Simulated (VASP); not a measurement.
# SiW2 (Pmmn) in VASP: further runs

SiW2 is run at these levels: PBE; tasks: relaxation of cell and atoms, single point.

All numbers are computed with VASP 6.6.1; they aren't measurements. Logs are shortened: lines on timing, memory, paths and dates and some standing lists are left out, and cuts for length are marked.

### 1 The cell of the first run

Symmetry: Pmmn, No. 59, orthorhombic system. Conventional cell: a = 3.166 Å, b = 4.241 Å, c = 6.752 Å, α = 90.00°, β = 90.00°, γ = 90.00°. Si (site symmetry mm2) has 9 W at 2.46 to 2.85 Å and 2 Si at 3.17 Å within 3.2 Å. Within 3.4 Å of W (site symmetry mm2) lie 4 Si at 2.56 to 2.85 Å and 10 W at 2.65 to 3.20 Å. Within 3.2 Å of W (site symmetry mm2) lie 5 Si at 2.46 to 2.67 Å and 6 W at 2.78 to 3.20 Å.

### 2 Relaxation of cell and atoms, PBE

Contents of INCAR:

```
  PREC = Accurate
  ENCUT = 600
  EDIFF = 1E-7
  ISMEAR = 0
  SIGMA = 0.1
  LREAL = F
  LASPH = T
  NELM = 100
  ALGO = Fast
  ISIF = 3
  LWAVE = F
  LCHARG = F
  GGA = PE
  IBRION = 2
  NSW = 100
  EDIFFG = -0.01
```

Contents of KPOINTS:

```
regular mesh
0
Gamma
  12 10 6
```

Contents of POSCAR:

```
SiW2
1.0
    3.1659238551      0.0000000000      0.0000000000
    0.0000000000      4.2409968102      0.0000000000
    0.0000000000      0.0000000000      6.7518984099
Si W
2 4
Direct
    0.5000000000      0.5000000000      0.2104190392
    0.0000000000      0.0000000000      0.7895809608
    0.0000000000      0.5000000000      0.5074808664
    0.5000000000      0.0000000000      0.4925191336
    0.5000000000      0.5000000000      0.8467677491
    0.0000000000      0.0000000000      0.1532322509
```

Potentials or basis: VASP PAW PBE potentials, release 64 (Si, W_sv).

The run is started by

```sh
> cat potpaw_PBE.64/Si/POTCAR potpaw_PBE.64/W_sv/POTCAR > POTCAR
> mpirun -np 1 vasp_std > vasp.out
```

OUTCAR:

```text
PREC = Accurate
   ENCUT = 600
   EDIFF = 1E-7
   ISMEAR = 0
   LREAL = F
   LASPH = T
   NELM = 100
   ISIF = 3
   GGA = PE
   IBRION = 2
   NSW = 100
   EDIFFG = -0.01

 ion  position               nearest neighbor table
   1  0.500  0.500  0.210-   5 2.46   3 2.56   3 2.56   6 2.67   6 2.67   6 2.67   6 2.67   4 2.85
                             4 2.85
   2  0.000  0.000  0.790-   6 2.46   4 2.56   4 2.56   5 2.67   5 2.67   5 2.67   5 2.67   3 2.85
                             3 2.85
   3  0.000  0.500  0.507-   1 2.56   1 2.56   4 2.65   4 2.65   4 2.65   4 2.65   5 2.78   5 2.78
                             2 2.85   2 2.85   6 3.20   6 3.20
   4  0.500  0.000  0.493-   2 2.56   2 2.56   3 2.65   3 2.65   3 2.65   3 2.65   6 2.78   6 2.78
                             1 2.85   1 2.85   5 3.20   5 3.20
   5  0.500  0.500  0.847-   1 2.46   2 2.67   2 2.67   2 2.67   2 2.67   3 2.78   3 2.78   4 3.20
                             4 3.20   6 3.36   6 3.36   6 3.36   6 3.36
   6  0.000  0.000  0.153-   2 2.46   1 2.67   1 2.67   1 2.67   1 2.67   4 2.78   4 2.78   3 3.20
                             3 3.20   5 3.36   5 3.36   5 3.36   5 3.36

  LATTYP: Found a simple orthorhombic cell.
 ALAT       =     3.1659238551
 B/A-ratio  =     1.3395763778
 C/A-ratio  =     2.1326787121

  Lattice vectors:

 A1 = (   3.1659238551,   0.0000000000,   0.0000000000)
 A2 = (   0.0000000000,   4.2409968102,   0.0000000000)
 A3 = (   0.0000000000,   0.0000000000,   6.7518984099)

Analysis of symmetry for initial positions (statically):
=====================================================================
 Subroutine PRICEL returns:
 Original cell was already a primitive cell.

 Routine SETGRP: Setting up the symmetry group for a
 simple orthorhombic supercell.

 Subroutine GETGRP returns: Found  8 space group operations
 (whereof  4 operations were pure point group operations)
 out of a pool of  8 trial point group operations.

The static configuration has the point symmetry C_2v.
 The point group associated with its full space group is D_2h.

Analysis of symmetry for dynamics (positions and initial velocities):
=====================================================================
 Subroutine PRICEL returns:
 Original cell was already a primitive cell.

 Routine SETGRP: Setting up the symmetry group for a
 simple orthorhombic supercell.

 Subroutine GETGRP returns: Found  8 space group operations
 (whereof  4 operations were pure point group operations)
 out of a pool of  8 trial point group operations.

The dynamic configuration has the point symmetry C_2v.
[... 119 lines left out ...]
   NELECT =      64.0000    total number of electrons
   NUPDOWN=      -1.0000    fix difference up-down
   EMIN   =  10.00;   EMAX   =-10.00  energy-range for DOS
   EFERMI =   0.00;   METHOD = LEGACY
   ISMEAR =     0;   SIGMA  =   0.10  broadening in eV -4-tet -1-fermi 0-gaus
   EFERMI_NEDOS =   21; number of points for ismear=-14 and -15
   IALGO  =     68    algorithm
   IMIX   =      4    mixing-type and parameters
     AMIX     =   0.40;   BMIX     =  1.00
     AMIX_MAG =   1.60;   BMIX_MAG =  1.00
  volume/ion in A,a.u.               =      15.11       101.96
  Fermi-wavevector in a.u.,A,eV,Ry     =   1.457706  2.754666 28.911127  2.124908
  Thomas-Fermi vector in A             =   2.574476
   LORBIT       =      0    0 simple, 1 ext, 2 COOP (PROOUT), +10 PAW based schemes
   GGA     = PE    functional components
   LHFCALC =     F    Hartree Fock is set to
   AEXX    =    0.0000 exact exchange contribution
   IVDW    =     0    specifies the selected vdW correction
   LEPSILON=     F    determine dielectric tensor
   LRPA    =     F    only Hartree local field effects (RPA)
 conjugate gradient relaxation of ions
 non-spin polarized calculation
 RMM-DIIS sequential band-by-band and
 Gauss-broadening in eV      SIGMA  =   0.10
  energy-cutoff  :      600.00
  volume of cell :       90.66
 maximum number of plane-waves:      3055
 NGX is ok and might be reduce to    28
   NGX = 13   NGY = 17   NGZ = 27

--------------------------------------- Ionic step        1  -------------------------------------------

 number of electron      64.0000002 magnetization

 Free energy of the ion-electron system (eV)
  ---------------------------------------------------
  ext. energy  EPLUGINS =         0.00000000
  ---------------------------------------------------
  free energy    TOTEN  =       -62.88664968 eV

  energy without entropy =      -62.86986409  energy(sigma->0) =      -62.87825688

------------------------ aborting loop because EDIFF is reached ----------------------------------------

  FORCE on cell =-STRESS in cart. coord.  units (eV):
  Direction    XX          YY          ZZ          XY          YZ          ZX
  --------------------------------------------------------------------------------------
  -------------------------------------------------------------------------------------
  Total        0.3220750     -0.0747656      0.2461778      0.0000000      0.0000000      0.0000000
  in kB        5.6921093     -1.3213513      4.3507601      0.0000000      0.0000000      0.0000000
  external PRESSURE =       2.9071727 kB  Pullay stress =       0.0000000 kB
[... 147 lines left out ...]
--------------------------------------- Ionic step        5  -------------------------------------------

 number of electron      64.0000003 magnetization

 Free energy of the ion-electron system (eV)
  ---------------------------------------------------
  ext. energy  EPLUGINS =         0.00000000
  ---------------------------------------------------
  free energy    TOTEN  =       -62.88704296 eV

  energy without entropy =      -62.87038965  energy(sigma->0) =      -62.87871631

 E-fermi :  11.1282     XC(G=0): -12.9242

 val. band max:       11.1245782196   @ k =   0.0833   0.4000   0.5000
 cond. band min:      11.1283254468   @ k =   0.1667   0.2000   0.1667
 fundamental gap:      0.0037472272
 Fermi energy:        11.1281507509

 k-point     1 :       0.0000    0.0000    0.0000
  band No.  band energies     occupation
      1     -62.9972      2.00000
      2     -62.8381      2.00000
      3     -62.8261      2.00000
      4     -62.7966      2.00000
      5     -27.9258      2.00000
      6     -27.5164      2.00000
[... 973 lines left out ...]
     37      12.8768      0.00000
     38      13.5935      0.00000

 [... further k-points ...]

------------------------ aborting loop because EDIFF is reached ----------------------------------------

  FORCE on cell =-STRESS in cart. coord.  units (eV):
  Direction    XX          YY          ZZ          XY          YZ          ZX
  --------------------------------------------------------------------------------------
  -------------------------------------------------------------------------------------
  Total        0.0226440      0.0126448     -0.0233468      0.0000000      0.0000000      0.0000000
  in kB        0.3997745      0.2232402     -0.4121821      0.0000000      0.0000000      0.0000000
  external PRESSURE =       0.0702775 kB  Pullay stress =       0.0000000 kB
[... 21 lines left out ...]
  FREE ENERGIE OF THE ION-ELECTRON SYSTEM (eV)
  ---------------------------------------------------
  free  energy   TOTEN  =       -62.8870429591 eV

  energy  without entropy=      -62.8703896536  energy(sigma->0) =      -62.87871631

 reached required accuracy - stopping structural energy minimisation
```

CONTCAR:

```text
SiW2
   1.00000000000000
     3.1709974437064377    0.0000000000000000    0.0000000000000000
     0.0000000000000000    4.2356519912441977    0.0000000000000000
     0.0000000000000000    0.0000000000000000    6.7566639191092950
  Si              W
     2     4
Direct
     0.5000000000000000    0.5000000000000000    0.2103728778689826
     0.0000000000000000    0.0000000000000000    0.7896271221310175
     0.0000000000000000    0.5000000000000000    0.5074667658813571
     0.5000000000000000    0.0000000000000000    0.4925332341186429
     0.5000000000000000    0.5000000000000000    0.8468251623676659
     0.0000000000000000    0.0000000000000000    0.1531748376323340

  0.00000000E+00  0.00000000E+00  0.00000000E+00
  0.00000000E+00  0.00000000E+00  0.00000000E+00
  0.00000000E+00  0.00000000E+00  0.00000000E+00
  0.00000000E+00  0.00000000E+00  0.00000000E+00
  0.00000000E+00  0.00000000E+00  0.00000000E+00
  0.00000000E+00  0.00000000E+00  0.00000000E+00
```

Wall time 42 min (1 thread of Oxide Virtual Turin-like, shared host); peak memory 0.6 GiB.

What came out:

| Quantity | Value |
| --- | --- |
| Free energy | -62.8870 eV |
| Relaxed volume | 15.13 Å³/atom |
| Relaxed cell | a = 3.171 Å, b = 4.236 Å, c = 6.757 Å, α = 90.00°, β = 90.00°, γ = 90.00° |
| Space group after relaxing (to 0.1 Å) | Pmmn (No. 59) |
| Energy gained by relaxing | 0.1 meV/atom |
| Ionic steps | 5 |
| Pressure after relaxing | 0.0 GPa |
| Largest force after relaxing | 0.006 eV/Å |
| Band gap on the k mesh | zero (bands 32 and 33 overlap by 1.45 eV) |

Forces in eV/Å, atoms in the order of the input:
```
Si   0.000  0.000  0.003
Si   0.000  0.000 -0.003
W    0.000  0.000 -0.001
W    0.000  0.000  0.001
W    0.000  0.000 -0.006
W    0.000  0.000  0.006
```

The path:
```tsv
step	energy change (eV)	largest force (eV/Å)	pressure (GPa)	volume (Å³)
1	0.0000	0.0155	0.29	90.66
2	0.0003	0.0252	-0.77	91.02
3	-0.0003	0.0020	-0.15	90.81
4	-0.0004	0.0089	0.08	90.72
5	-0.0004	0.0065	0.01	90.75
```

Final structure:
```cif
data_structure
_symmetry_space_group_name_H-M 'P 1'
_symmetry_Int_Tables_number 1
_cell_length_a 3.1710
_cell_length_b 4.2357
_cell_length_c 6.7567
_cell_angle_alpha 90.000
_cell_angle_beta 90.000
_cell_angle_gamma 90.000
_cell_volume 90.75
loop_
_atom_site_label
_atom_site_type_symbol
_atom_site_fract_x
_atom_site_fract_y
_atom_site_fract_z
_atom_site_occupancy
Si1 Si 0.50000 0.50000 0.21037 1
Si2 Si 0.00000 0.00000 0.78963 1
W1 W 0.00000 0.50000 0.50747 1
W2 W 0.50000 0.00000 0.49253 1
W3 W 0.50000 0.50000 0.84683 1
W4 W 0.00000 0.00000 0.15317 1
```

Caveat: spin-orbit coupling is left out, which moves the levels of the heavy elements.

### 3 Single point, PBE

Contents of INCAR:

```
PREC = Accurate ; ENCUT = 520
EDIFF = 1E-6 ; ISMEAR = 0
SIGMA = 0.1 ; LREAL = False
LASPH = True ; NELM = 60
ALGO = Fast ; ISIF = 2
LWAVE = False ; LCHARG = True
GGA = PE ; LELF = True
LVHAR = True ; NBANDS = 41
```

Contents of KPOINTS:

```
Automatic mesh
0
Gamma
  12 10 6
```

Contents of POSCAR:

```
SiW2
1.0
    3.1699961838      0.0000000000      0.0000000000
    0.0000000000      4.2328239833      0.0000000000
    0.0000000000      0.0000000000      6.7540736153
Si W
2 4
Direct
    0.5000000000      0.5000000000      0.2103640411
    0.0000000000      0.0000000000      0.7896359589
    0.0000000000      0.5000000000      0.5074860604
    0.5000000000      0.0000000000      0.4925139396
    0.5000000000      0.5000000000      0.8466880066
    0.0000000000      0.0000000000      0.1533119934
```

Potentials or basis: VASP PAW PBE potentials, release 64 (Si, W_sv).

The run is started by

```sh
> cat potpaw_PBE.64/Si/POTCAR potpaw_PBE.64/W_sv/POTCAR > POTCAR
> mpirun -np 1 vasp_std > vasp.out
```

Run time: 17 min. Hardware: 1 thread of Oxide Virtual Turin-like, shared host; peak memory 0.5 GiB.

Results (log left out):

```
Free energy            : -62.8859 eV
Pressure               : 0.3 GPa
Largest force          : 0.014 eV/Å
Band gap on the k mesh : zero (bands 32 and 33 overlap by 1.45 eV)
```

Forces on the atoms (eV/Å):
```
Si   0.000  0.000 -0.001
Si   0.000  0.000  0.001
W    0.000  0.000 -0.009
W    0.000  0.000  0.009
W    0.000  0.000  0.014
W    0.000  0.000 -0.014
```

Stress tensor (GPa, compression positive):
```
0.34 0.00 0.00
0.00 0.40 0.00
0.00 0.00 0.29
```

Levels at points of the mesh, in eV from the Fermi level:
```csv
k point,band 28,band 29,band 30,band 31,band 32,band 33,band 34,band 35,band 36,band 37
"(0.00, 0.00, 0.00)",-2.39,-2.22,-0.66,-0.41,-0.04,0.77,1.18,1.43,1.78,2.47
"(0.50, 0.00, 0.00)",-2.72,-2.55,-2.55,-0.40,-0.40,1.28,1.28,2.61,2.61,2.76
"(0.00, 0.50, 0.00)",-1.92,-1.11,-1.11,-0.48,-0.48,-0.18,-0.18,0.56,0.56,2.04
"(0.50, 0.50, 0.00)",-2.81,-1.28,-1.28,-0.62,-0.62,1.61,1.61,2.44,2.44,2.45
"(0.00, 0.00, 0.50)",-2.22,-2.19,-0.27,-0.26,-0.05,0.62,0.91,1.00,2.33,2.43
"(0.50, 0.00, 0.50)",-2.72,-1.76,-1.76,-0.99,-0.99,0.76,0.76,2.33,2.33,2.74
"(0.00, 0.50, 0.50)",-1.67,-1.21,-1.21,-1.05,-1.05,-0.39,-0.39,0.32,0.32,1.92
"(0.50, 0.50, 0.50)",-2.99,-2.46,-2.46,-0.78,-0.78,1.56,1.56,2.57,2.59,2.88
```

Caveat: spin-orbit coupling is left out, which moves the levels of the heavy elements.
